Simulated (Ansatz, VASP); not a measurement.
## Na2P: VASP beside Ansatz

```
CELL_PARAMETERS angstrom
-1.77424 1.77424 6.41683
1.77424 -1.77424 6.41683
1.77424 1.77424 -6.41683
ATOMIC_POSITIONS crystal
Na 0.37000 0.37000 0.00000
Na 0.63000 0.63000 0.00000
P 0.00000 0.00000 0.00000
```

Change from the starting cell: species swapped into the Ba2Hg type (I4/mmm, No. 139).

Alike in both runs: task single point; functional PBE; k mesh 6 × 6 × 6; occupations gaussian, width 0.1 eV; no spin polarisation.

```csv
,VASP,Ansatz
version,VASP 6.6.1,Ansatz 0.2.0
potentials or method,"VASP PAW PBE potentials, release 64 (Na_pv, P), cutoff 520 eV","scalar-relativistic, plane waves, PAW"
valence electrons in the cell,19,23
```

VASP gave:

```
gap on the k mesh at the Fermi level (eV)                     : none
pressure (GPa)                                                : -1.5
traceless stress, the component that is largest in VASP (GPa) : -1.49
rms of the force components (eV/Å)                            : 0.178
```

Which values does Ansatz return?

gap on the k mesh at the Fermi level (eV): none; pressure (GPa): -1.5; traceless stress, the component that is largest in VASP (GPa): -1.50; rms of the force components (eV/Å): 0.179.

Atom by atom the forces differ by 0.001 eV/Å (rms over components). A gap of «none» marks a metal or a gap that the smearing closes. VASP's potentials hold 19 valence electrons a cell and Ansatz's 23, so a difference there can come from the potentials and not from the codes.

The k mesh is coarse, so the values compare programs but aren't converged.
